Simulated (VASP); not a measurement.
# As (Fm-3m) in VASP: a series of runs

The runs below take As through single point, relaxation of cell and atoms, with PBE.

Program: VASP 6.6.1. These are calculated values, not measurements. Logs are shortened: lines on timing, memory, paths and dates and some standing lists are left out, and cuts for length are marked.

## 1. The cell of the first run

The structure is cubic, space group Fm-3m (No. 225). The conventional cell has a = 6.496 Å, b = 6.496 Å, c = 6.496 Å, α = 90.00°, β = 90.00°, γ = 90.00°. As (site symmetry -43m) has 10 As at 2.81 to 3.25 Å within 3.7 Å. As (site symmetry m-3m) has 8 As at 2.81 Å within 3.7 Å.

## 2. Single point, PBE

INCAR reads:

```
ALGO     = Normal         # electronic algorithm
EDIFF    = 1E-6           # SCF threshold, eV
ENCUT    = 520            # plane-wave cutoff, eV
GGA      = PE             # functional
ISIF     = 2              # what is computed and relaxed
ISMEAR   = 0              # smearing method
LASPH    = True           # aspherical terms in the spheres
LCHARG   = True           # write CHGCAR
LELF     = True           # ELF
LREAL    = False          # projectors in reciprocal space
LVHAR    = True         
LWAVE    = False          # write WAVECAR
NBANDS   = 14             # bands
NELM     = 100            # most SCF steps
PREC     = Accurate       # precision mode
SIGMA    = 0.1            # smearing width, eV
```

KPOINTS reads:

```
k-points
0
Gamma
  4 4 4
```

POSCAR reads:

```
As
1.0
    0.0000000000      3.2477764293      3.2477764293
    3.2477764293      0.0000000000      3.2477764293
    3.2477764293      3.2477764293      0.0000000000
As
3
Direct
    0.7500000000      0.7500000000      0.7500000000
    0.2500000000      0.2500000000      0.2500000000
    0.0000000000      0.0000000000      0.0000000000
```

Potentials or basis: VASP PAW PBE potentials, release 64 (As).

Run with:

```
> cat potpaw_PBE.64/As/POTCAR > POTCAR
> mpirun -np 1 vasp_std > vasp.out
```

OUTCAR:

```text
EDIFF = 1E-6
   ENCUT = 520
   GGA = PE
   ISIF = 2
   ISMEAR = 0
   LASPH = True
   LREAL = False
   NELM = 100
   PREC = Accurate

 ion  position               nearest neighbor table
   1  0.750  0.750  0.750-   3 2.81   3 2.81   3 2.81   3 2.81
   2  0.250  0.250  0.250-   3 2.81   3 2.81   3 2.81   3 2.81
   3  0.000  0.000  0.000-   1 2.81   1 2.81   1 2.81   1 2.81   2 2.81   2 2.81   2 2.81   2 2.81

  LATTYP: Found a face centered cubic cell.
 ALAT       =     6.4955528586

  Lattice vectors:

 A1 = (   0.0000000000,   3.2477764293,   3.2477764293)
 A2 = (   3.2477764293,   0.0000000000,   3.2477764293)
 A3 = (   3.2477764293,   3.2477764293,   0.0000000000)

Analysis of symmetry for initial positions (statically):
=====================================================================
 Subroutine PRICEL returns:
 Original cell was already a primitive cell.

 Routine SETGRP: Setting up the symmetry group for a
 face centered cubic supercell.

 Subroutine GETGRP returns: Found 48 space group operations
[... 9 lines left out ...]

 Routine SETGRP: Setting up the symmetry group for a
 face centered cubic supercell.

 Subroutine GETGRP returns: Found 48 space group operations
[... 11 lines left out ...]
                                     Primitive cell

  volume of cell :      68.5154

  direct lattice vectors                    reciprocal lattice vectors
     0.000000000  3.247776429  3.247776429    -0.153951484  0.153951484  0.153951484
     3.247776429  0.000000000  3.247776429     0.153951484 -0.153951484  0.153951484
     3.247776429  3.247776429  0.000000000     0.153951484  0.153951484 -0.153951484

  length of vectors
     4.593049474  4.593049474  4.593049474     0.266651792  0.266651792  0.266651792

  position of ions in fractional coordinates (direct lattice)
     0.750000000  0.750000000  0.750000000
     0.250000000  0.250000000  0.250000000
     0.000000000  0.000000000  0.000000000

  ion indices of the primitive-cell ions
   primitive index   ion index
                 1           1
                 2           2
                 3           3

----------------------------------------------------------------------------------------

 KPOINTS: k-points

Automatic generation of k-mesh.
 Grid dimensions read from file:
 generate k-points for:    4    4    4

 Generating k-lattice:

[... 51 lines left out ...]
   ISYM   =      2    0-nonsym 1-usesym 2-fastsym
   POTIM  = 0.5000    time-step for ionic-motion
   TEBEG  =    0.0;   TEEND  =   0.0 temperature during run
   PSTRESS=    0.0 pullay stress
   NELECT =      15.0000    total number of electrons
   NUPDOWN=      -1.0000    fix difference up-down
   EMIN   =  10.00;   EMAX   =-10.00  energy-range for DOS
   EFERMI =   0.00;   METHOD = LEGACY
   ISMEAR =     0;   SIGMA  =   0.10  broadening in eV -4-tet -1-fermi 0-gaus
   EFERMI_NEDOS =   21; number of points for ismear=-14 and -15
   IALGO  =     38    algorithm
   IMIX   =      4    mixing-type and parameters
     AMIX     =   0.40;   BMIX     =  1.00
     AMIX_MAG =   1.60;   BMIX_MAG =  1.00
  volume/ion in A,a.u.               =      22.84       154.12
  Fermi-wavevector in a.u.,A,eV,Ry     =   0.986679  1.864553 13.245748  0.973535
  Thomas-Fermi vector in A             =   2.118077
   LORBIT       =      0    0 simple, 1 ext, 2 COOP (PROOUT), +10 PAW based schemes
   GGA     = PE    functional components
   LHFCALC =     F    Hartree Fock is set to
   AEXX    =    0.0000 exact exchange contribution
   IVDW    =     0    specifies the selected vdW correction
   LEPSILON=     F    determine dielectric tensor
   LRPA    =     F    only Hartree local field effects (RPA)
 non-spin polarized calculation
 Gauss-broadening in eV      SIGMA  =   0.10
  energy-cutoff  :      520.00
  volume of cell :       68.52
 maximum number of plane-waves:      1859
 NGX is ok and might be reduce to    36
   NGX = 17   NGY = 17   NGZ = 17

 number of electron      14.9999998 magnetization

 Free energy of the ion-electron system (eV)
  ---------------------------------------------------
  ext. energy  EPLUGINS =         0.00000000
  ---------------------------------------------------
  free energy    TOTEN  =       -12.46552694 eV

  energy without entropy =      -12.44170860  energy(sigma->0) =      -12.45361777

 E-fermi :   4.6685     XC(G=0):  -9.7438

 val. band max:        4.6364091805   @ k =   0.2500   0.2500   0.0000
 cond. band min:       4.7606434149   @ k =   0.5000   0.2500   0.0000
 fundamental gap:      0.1242342344
 Fermi energy:         4.6684832719

 k-point     1 :       0.0000    0.0000    0.0000
  band No.  band energies     occupation
      1      -9.7068      2.00000
      2      -3.8406      2.00000
      3      -2.2545      2.00000
      4       2.0797      2.00000
      5       2.0797      2.00000
      6       2.0797      2.00000
      7       2.1112      2.00000
      8       2.1112      2.00000
      9       2.1112      2.00000
     10       6.8610      0.00000
     11       6.8610      0.00000
     12       6.8610      0.00000
     13      10.0019      0.00000
     14      10.0019      0.00000
[... 105 lines left out ...]
      1      -6.8050      2.00000
      2      -6.2626      2.00000
      3      -6.2626      2.00000
      4      -1.1453      2.00000
      5       1.8203      2.00000
      6       1.8203      2.00000
      7       3.4605      2.00000
      8       6.1517      0.00000
      9       6.7746      0.00000
     10       7.1974      0.00000
     11       8.1445      0.00000
     12       8.1445      0.00000
     13      12.3939      0.00000
     14      13.1473      0.00000

------------------------ aborting loop because EDIFF is reached ----------------------------------------

  FORCE on cell =-STRESS in cart. coord.  units (eV):
  Direction    XX          YY          ZZ          XY          YZ          ZX
  --------------------------------------------------------------------------------------
  -------------------------------------------------------------------------------------
  Total       -0.0824502     -0.0824502     -0.0824502      0.0000000      0.0000000      0.0000000
  in kB       -1.9280316     -1.9280316     -1.9280316      0.0000000      0.0000000      0.0000000
  external PRESSURE =      -1.9280316 kB  Pullay stress =       0.0000000 kB

 VOLUME and BASIS-vectors are now :
 -----------------------------------------------------------------------------
  energy-cutoff  :      520.00
  volume of cell :       68.52
      direct lattice vectors                 reciprocal lattice vectors
     0.000000000  3.247776429  3.247776429    -0.153951484  0.153951484  0.153951484
     3.247776429  0.000000000  3.247776429     0.153951484 -0.153951484  0.153951484
     3.247776429  3.247776429  0.000000000     0.153951484  0.153951484 -0.153951484

 POSITION                                       TOTAL-FORCE (eV/Angst)
 -----------------------------------------------------------------------------------
      4.87166      4.87166      4.87166        -0.000000     -0.000000     -0.000000
      1.62389      1.62389      1.62389         0.000000     -0.000000      0.000000
      0.00000      0.00000      0.00000        -0.000000      0.000000      0.000000
 -----------------------------------------------------------------------------------
    total drift:                                0.000000      0.000000      0.000000

  FREE ENERGIE OF THE ION-ELECTRON SYSTEM (eV)
  ---------------------------------------------------
  free  energy   TOTEN  =       -12.4655269363 eV

  energy  without entropy=      -12.4417085964  energy(sigma->0) =      -12.45361777
```

It took 5.6 s on 1 thread of Intel Xeon 6975P-C (Granite Rapids), shared host; peak memory 0.19 GiB.

Results:

| Quantity | Value |
| --- | --- |
| Free energy | -12.4655 eV |
| Pressure | -0.2 GPa |

Caveat: the k points lie up to 0.42 Å⁻¹ apart.

[end of part 1 of 2]
